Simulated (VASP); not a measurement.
# C (Fd-3m) in VASP: further runs

Runs on C. Level: PBE. Tasks: single point.

Everything below comes from runs of VASP 6.6.1. Logs are shortened: lines on timing, memory, paths and dates and some standing lists are left out, and cuts for length are marked.

## (1) The cell of the first run

Symmetry: Fd-3m, No. 227, cubic system. Conventional cell: a = 3.572 Å, b = 3.572 Å, c = 3.572 Å, α = 90.00°, β = 90.00°, γ = 90.00°. C (site symmetry -43m) has 4 C at 1.55 Å within 2.1 Å.

## (2) Single point, PBE

Contents of INCAR:

```
SYSTEM = C
PREC = Accurate
ENCUT = 520
EDIFF = 1E-6
ISMEAR = 0
SIGMA = 0.02
LREAL = .FALSE.
LASPH = .TRUE.
NELM = 100
ALGO = Normal
ISIF = 2
LWAVE = .FALSE.
LCHARG = .TRUE.
GGA = PE
LELF = .TRUE.
LVHAR = .TRUE.
NBANDS = 11
```

Contents of KPOINTS:

```
regular mesh
0
G
  9 9 9
  0 0 0
```

Contents of POSCAR:

```
C
1.0
    0.0000000000      1.7858100736      1.7858100736
    1.7858100736      0.0000000000      1.7858100736
    1.7858100736      1.7858100736      0.0000000000
C
2
Direct
    0.0000000000      0.0000000000      0.0000000000
    0.2500000000      0.2500000000      0.2500000000
```

Potentials or basis: VASP PAW PBE potentials, release 64 (C).

Run with:

```sh
$ cat potpaw_PBE.64/C/POTCAR > POTCAR
$ mpirun -np 1 vasp_std > vasp.out
```

OUTCAR:

```text
SYSTEM = C
   PREC = Accurate
   ENCUT = 520
   EDIFF = 1E-6
   ISMEAR = 0
   LREAL = .FALSE.
   LASPH = .TRUE.
   NELM = 100
   ISIF = 2
   GGA = PE

 ion  position               nearest neighbor table
   1  0.000  0.000  0.000-   2 1.55   2 1.55   2 1.55   2 1.55
   2  0.250  0.250  0.250-   1 1.55   1 1.55   1 1.55   1 1.55

  LATTYP: Found a face centered cubic cell.
 ALAT       =     3.5716201472

  Lattice vectors:

 A1 = (   0.0000000000,   1.7858100736,   1.7858100736)
 A2 = (   1.7858100736,   0.0000000000,   1.7858100736)
 A3 = (   1.7858100736,   1.7858100736,   0.0000000000)

Analysis of symmetry for initial positions (statically):
=====================================================================
 Subroutine PRICEL returns:
 Original cell was already a primitive cell.

 Routine SETGRP: Setting up the symmetry group for a
 face centered cubic supercell.

 Subroutine GETGRP returns: Found 48 space group operations
 (whereof 24 operations were pure point group operations)
 out of a pool of 48 trial point group operations.

The static configuration has the point symmetry T_d .
 The point group associated with its full space group is O_h .

Analysis of symmetry for dynamics (positions and initial velocities):
=====================================================================
 Subroutine PRICEL returns:
 Original cell was already a primitive cell.

 Routine SETGRP: Setting up the symmetry group for a
 face centered cubic supercell.

 Subroutine GETGRP returns: Found 48 space group operations
 (whereof 24 operations were pure point group operations)
 out of a pool of 48 trial point group operations.

The dynamic configuration has the point symmetry T_d .
 The point group associated with its full space group is O_h .

 Subroutine INISYM returns: Found 48 space group operations
 (whereof 24 operations are pure point group operations),
 and found     1 'primitive' translations

----------------------------------------------------------------------------------------

                                     Primitive cell

  volume of cell :      11.3903

  direct lattice vectors                    reciprocal lattice vectors
     0.000000000  1.785810074  1.785810074    -0.279984981  0.279984981  0.279984981
     1.785810074  0.000000000  1.785810074     0.279984981 -0.279984981  0.279984981
     1.785810074  1.785810074  0.000000000     0.279984981  0.279984981 -0.279984981

  length of vectors
     2.525516826  2.525516826  2.525516826     0.484948213  0.484948213  0.484948213

  position of ions in fractional coordinates (direct lattice)
     0.000000000  0.000000000  0.000000000
     0.250000000  0.250000000  0.250000000

  ion indices of the primitive-cell ions
   primitive index   ion index
                 1           1
                 2           2

----------------------------------------------------------------------------------------

 KPOINTS: regular mesh

Automatic generation of k-mesh.
 Grid dimensions read from file:
 generate k-points for:    9    9    9

 Generating k-lattice:

  Cartesian coordinates                     Fractional coordinates (reciprocal lattice)
    -0.031109442  0.031109442  0.031109442     0.111111111  0.000000000  0.000000000
     0.031109442 -0.031109442  0.031109442     0.000000000  0.111111111  0.000000000
     0.031109442  0.031109442 -0.031109442     0.000000000  0.000000000  0.111111111

  Length of vectors
     0.053883135  0.053883135  0.053883135

  Shift w.r.t. Gamma in fractional coordinates (k-lattice)
     0.000000000  0.000000000  0.000000000

 Subroutine IBZKPT returns following result:
 ===========================================

 Found     35 irreducible k-points:

 Following reciprocal coordinates:
            Coordinates               Weight
  0.000000  0.000000  0.000000      1.000000
  0.111111  0.000000  0.000000      8.000000
  0.222222  0.000000  0.000000      8.000000
  0.333333  0.000000  0.000000      8.000000
  0.444444  0.000000  0.000000      8.000000
  0.111111  0.111111  0.000000      6.000000
[... 16 lines left out ...]
 -0.333333  0.333333  0.000000     12.000000
  0.444444  0.444444  0.000000      6.000000
 [... further k-points ...]
   k-points           NKPTS =     35   k-points in BZ     NKDIM =     35   number of bands    NBANDS=     11
   number of dos      NEDOS =    301   number of ions     NIONS =      2
   total plane-waves  NPLWV =   8000
   dimension x,y,z NGX =    20 NGY =   20 NGZ =   20
   dimension x,y,z NGXF=    40 NGYF=   40 NGZF=   40
   ions per type =               2
   NGX,Y,Z   is equivalent  to a cutoff of  13.17, 13.17, 13.17 a.u.
   NGXF,Y,Z  is equivalent  to a cutoff of  26.33, 26.33, 26.33 a.u.
 SYSTEM =  C
   PREC   = accura    normal or accurate (medium, high low for compatibility)
   ISTART =      0    job   : 0-new  1-cont  2-samecut
   ICHARG =      2    charge: 1-file 2-atom 10-const
   ISPIN  =      1    spin polarized calculation?
   LNONCOLLINEAR =      F non collinear calculations
   LSORBIT =      F    spin-orbit coupling
   LASPH  =      T    aspherical Exc in radial PAW
   ENCUT  =  520.0 eV  38.22 Ry    6.18 a.u.   4.70  4.70  4.70*2*pi/ulx,y,z
   NELM   =    100;   NELMIN=  2; NELMDL= -5     # of ELM steps
   EDIFF  = 0.1E-05   stopping-criterion for ELM
   LREAL  =      F    real-space projection
   EDIFFG = 0.1E-04   stopping-criterion for IOM
   NSW    =      0    number of steps for IOM
   IBRION =     -1    ionic relax: 0-MD 1-quasi-New 2-CG
   NFREE  =      0    steps in history (QN), initial steepest desc. (CG)
   ISIF   =      2    stress and relaxation
   ISYM   =      2    0-nonsym 1-usesym 2-fastsym
   POTIM  = 0.5000    time-step for ionic-motion
   TEBEG  =    0.0;   TEEND  =   0.0 temperature during run
   PSTRESS=    0.0 pullay stress
   NELECT =       8.0000    total number of electrons
   NUPDOWN=      -1.0000    fix difference up-down
   EMIN   =  10.00;   EMAX   =-10.00  energy-range for DOS
   EFERMI =   0.00;   METHOD = LEGACY
   ISMEAR =     0;   SIGMA  =   0.02  broadening in eV -4-tet -1-fermi 0-gaus
   EFERMI_NEDOS =   21; number of points for ismear=-14 and -15
   IALGO  =     38    algorithm
   IMIX   =      4    mixing-type and parameters
     AMIX     =   0.40;   BMIX     =  1.00
     AMIX_MAG =   1.60;   BMIX_MAG =  1.00
  volume/ion in A,a.u.               =       5.70        38.43
  Fermi-wavevector in a.u.,A,eV,Ry     =   1.455212  2.749952 28.812263  2.117642
  Thomas-Fermi vector in A             =   2.572273
   LORBIT       =      0    0 simple, 1 ext, 2 COOP (PROOUT), +10 PAW based schemes
   GGA     = PE    functional components
   LHFCALC =     F    Hartree Fock is set to
   AEXX    =    0.0000 exact exchange contribution
   IVDW    =     0    specifies the selected vdW correction
   LEPSILON=     F    determine dielectric tensor
   LRPA    =     F    only Hartree local field effects (RPA)
 non-spin polarized calculation
 Gauss-broadening in eV      SIGMA  =   0.02
  energy-cutoff  :      520.00
  volume of cell :       11.39
 maximum number of plane-waves:       331
   NGX =  9   NGY =  9   NGZ =  9

 number of electron       7.9999999 magnetization

 Free energy of the ion-electron system (eV)
  ---------------------------------------------------
  ext. energy  EPLUGINS =         0.00000000
  ---------------------------------------------------
  free energy    TOTEN  =       -18.18553538 eV

  energy without entropy =      -18.18553538  energy(sigma->0) =      -18.18553538

 E-fermi :   9.7669     XC(G=0): -13.2303

 val. band max:        9.6707914493   @ k =   0.0000   0.0000   0.0000
 cond. band min:      13.8145747073   @ k =   0.3333   0.3333   0.0000
 fundamental gap:      4.1437832580
 Fermi energy:         9.7669170957

 k-point     1 :       0.0000    0.0000    0.0000
  band No.  band energies     occupation
      1     -11.7514      2.00000
      2       9.6708      2.00000
      3       9.6708      2.00000
      4       9.6708      2.00000
      5      15.2495      0.00000
      6      15.2495      0.00000
      7      15.2495      0.00000
      8      22.9089      0.00000
      9      28.9123      0.00000
     10      36.1603      0.00000
     11      36.1603      0.00000

 k-point     2 :       0.1111    0.0000    0.0000
  band No.  band energies     occupation
      1     -11.4106      2.00000
      2       7.6813      2.00000
      3       9.1378      2.00000
      4       9.1378      2.00000
      5      15.9508      0.00000
      6      15.9508      0.00000
      7      16.3389      0.00000
      8      23.2066      0.00000
      9      29.4468      0.00000
     10      33.3970      0.00000
     11      33.3970      0.00000

 k-point     3 :       0.2222    0.0000    0.0000
  band No.  band energies     occupation
      1     -10.3965      2.00000
      2       4.0472      2.00000
      3       8.1611      2.00000
      4       8.1611      2.00000
      5      17.1887      0.00000
      6      17.1887      0.00000
      7      17.5737      0.00000
      8      24.0061      0.00000
      9      30.2314      0.00000
     10      32.0312      0.00000
     11      32.0312      0.00000

 k-point     4 :       0.3333    0.0000    0.0000
  band No.  band energies     occupation
      1      -8.7439      2.00000
      2       0.3287      2.00000
      3       7.3607      2.00000
      4       7.3607      2.00000
      5      17.9283      0.00000
      6      17.9283      0.00000
      7      18.1933      0.00000
      8      24.8705      0.00000
      9      30.5635      0.00000
     10      32.8592      0.00000
     11      32.8592      0.00000
[... 239 lines left out ...]
 k-point    22 :      -0.4444    0.3333    0.0000
  band No.  band energies     occupation
      1      -4.1726      2.00000
      2      -1.4672      2.00000
      3       1.1565      2.00000
      4       4.2393      2.00000
      5      15.2230      0.00000
      6      19.5617      0.00000
      7      24.0716      0.00000
      8      24.8668      0.00000
      9      29.4018      0.00000
     10      33.6225      0.00000
     11      36.6919      0.00000

 k-point    23 :      -0.3333    0.3333    0.0000
  band No.  band energies     occupation
      1      -4.3534      2.00000
      2      -1.2398      2.00000
      3       0.3329      2.00000
      4       5.0043      2.00000
      5      16.0078      0.00000
      6      22.5475      0.00000
      7      23.1600      0.00000
      8      24.6027      0.00000
      9      26.5734      0.00000
     10      33.3475      0.00000
     11      34.4176      0.00000

 k-point    24 :       0.4444    0.4444    0.0000
  band No.  band energies     occupation
      1      -4.7765      2.00000
      2      -1.2443      2.00000
      3       3.5085      2.00000
      4       3.5085      2.00000
      5      14.0004      0.00000
      6      15.1065      0.00000
      7      26.0489      0.00000
      8      26.0489      0.00000
      9      32.3311      0.00000
     10      33.1139      0.00000
     11      42.3898      0.00000

 [... further k-points ...]
[... 5 lines left out ...]
  --------------------------------------------------------------------------------------
  -------------------------------------------------------------------------------------
  Total        0.0461803      0.0461803      0.0461803     -0.0000000     -0.0000000     -0.0000000
  in kB        6.4957786      6.4957786      6.4957786     -0.0000000     -0.0000000     -0.0000000
  external PRESSURE =       6.4957786 kB  Pullay stress =       0.0000000 kB

 VOLUME and BASIS-vectors are now :
 -----------------------------------------------------------------------------
  energy-cutoff  :      520.00
  volume of cell :       11.39
      direct lattice vectors                 reciprocal lattice vectors
     0.000000000  1.785810074  1.785810074    -0.279984981  0.279984981  0.279984981
     1.785810074  0.000000000  1.785810074     0.279984981 -0.279984981  0.279984981
     1.785810074  1.785810074  0.000000000     0.279984981  0.279984981 -0.279984981

 POSITION                                       TOTAL-FORCE (eV/Angst)
 -----------------------------------------------------------------------------------
      0.00000      0.00000      0.00000        -0.000000     -0.000000     -0.000000
      0.89291      0.89291      0.89291         0.000000      0.000000      0.000000
 -----------------------------------------------------------------------------------
    total drift:                                0.000000      0.000000      0.000000

  FREE ENERGIE OF THE ION-ELECTRON SYSTEM (eV)
  ---------------------------------------------------
  free  energy   TOTEN  =       -18.1855353774 eV

  energy  without entropy=      -18.1855353774  energy(sigma->0) =      -18.18553538
```

Wall time 3.3 s (1 thread of Intel Xeon Platinum 8488C (Sapphire Rapids), shared host); peak memory 0.12 GiB.

What came out:

| Quantity | Value |
| --- | --- |
| Free energy | -18.1855 eV |
| Pressure | 0.6 GPa |
| Band gap on the k mesh | 4.14 eV, indirect (least direct gap 5.58 eV) |

## (3) Single point, PBE

Contents of INCAR:

```
SYSTEM = C
ALGO = Normal
EDIFF = 1E-6
ENCUT = 520
GGA = PE
ISIF = 2
ISMEAR = 0
LASPH = .True.
LCHARG = .True.
LELF = .True.
LREAL = .False.
LVHAR = .True.
LWAVE = .False.
NBANDS = 11
NELM = 100
PREC = Accurate
SIGMA = 0.02
```

Contents of KPOINTS:

```
k-points
0
Gamma
  10 10 10
  0 0 0
```

POSCAR is that of step 2.

Potentials or basis: VASP PAW PBE potentials, release 64 (C).

Run with:

```sh
$ cat potpaw_PBE.64/C/POTCAR > POTCAR
$ mpirun -np 1 vasp_std > vasp.out
```

Run time: 4 s. Hardware: 1 thread of Intel Xeon Platinum 8488C (Sapphire Rapids), shared host; peak memory 0.11 GiB.

The run converged. Its results:

```
Free energy            : -18.1857 eV
Pressure               : 0.7 GPa
Band gap on the k mesh : 4.16 eV, indirect (least direct gap 5.58 eV)
```

Levels at points of the mesh, in eV from the valence-band top:
```csv
k point,band 2,band 3,band 4,band 5,band 6,band 7
"(0.00, 0.00, 0.00)",0.00,0.00,0.00,5.58,5.58,5.58
"(0.50, 0.00, 0.00)",-13.33,-2.79,-2.79,8.44,8.44,8.79
"(0.50, 0.50, 0.00)",-12.73,-6.27,-6.27,4.75,4.75,16.75
```

## (4) Single point, PBE

This run uses another cell than the first one, of 5.58 Å³/atom, 0.980 times its volume.

Contents of INCAR:

```
SYSTEM = C
PREC     = Accurate       ! precision mode
ENCUT    = 520            ! plane-wave cutoff, eV
EDIFF    = 1E-6           ! SCF threshold, eV
ISMEAR   = 0              ! smearing method
SIGMA    = 0.02           ! smearing width, eV
LREAL    = .False.        ! projectors in reciprocal space
LASPH    = .True.         ! aspherical terms in the spheres
NELM     = 80             ! most SCF steps
ALGO     = Normal         ! electronic algorithm
ISIF     = 2              ! what is computed and relaxed
LWAVE    = .False.        ! write WAVECAR
LCHARG   = .False.        ! write CHGCAR
GGA      = PE             ! functional
NBANDS   = 11             ! bands
```

Contents of KPOINTS:

```
Automatic mesh
0
Gamma
  10 10 10
  0 0 0
```

Contents of POSCAR:

```
C
1.0
    0.0000000000      1.7738244100      1.7738244100
    1.7738244100      0.0000000000      1.7738244100
    1.7738244100      1.7738244100      0.0000000000
C
2
Direct
    0.0000000000      0.0000000000      0.0000000000
    0.2500000000      0.2500000000      0.2500000000
```

Run with:

```sh
$ cat potpaw_PBE.64/C/POTCAR > POTCAR
$ mpirun -np 1 vasp_std > vasp.out
```

Run time: 3.9 s. Hardware: 1 thread of Intel Xeon Platinum 8488C (Sapphire Rapids), shared host; peak memory 0.12 GiB.

The run converged. Its results:

```yaml
Free_energy: -18.1780 eV
Pressure: 9.8 GPa
Band_gap_on_the_k_mesh: 4.20 eV, indirect (least direct gap 5.63 eV)
```

Levels at points of the mesh, in eV from the valence-band top:
```csv
k point,band 1,band 2,band 3,band 4,band 5,band 6,band 7,band 8,band 9
"(0.00, 0.00, 0.00)",-21.70,0.00,0.00,0.00,5.63,5.63,5.63,13.70,19.50
"(0.50, 0.00, 0.00)",-15.83,-13.55,-2.84,-2.84,8.53,8.53,9.07,15.85,22.13
"(0.50, 0.50, 0.00)",-12.88,-12.88,-6.40,-6.40,4.79,4.79,17.05,17.05,23.54
```

A k mesh can miss the band edges. PBE gaps usually lie below the measured ones, often by a third to a half.

## (5) Summary

| cell | k mesh | gap on the mesh (eV) | pressure (GPa) |
| --- | --- | --- | --- |
| a = 2.526 Å, angles 60.0°, 2 atoms | 9 × 9 × 9 | 4.14 | 0.6 |
| a = 2.526 Å, angles 60.0°, 2 atoms | 10 × 10 × 10 | 4.16 | 0.7 |
| a = 2.509 Å, angles 60.0°, 2 atoms | 10 × 10 × 10 | 4.20 | 9.8 |

Alike in all rows: task single point; level PBE; potentials or basis VASP PAW PBE potentials, release 64 (C); no spin polarisation; cutoff (eV) 520; smearing gaussian 0.02 eV.

Absolute energies hang on the potentials; compare differences alone.
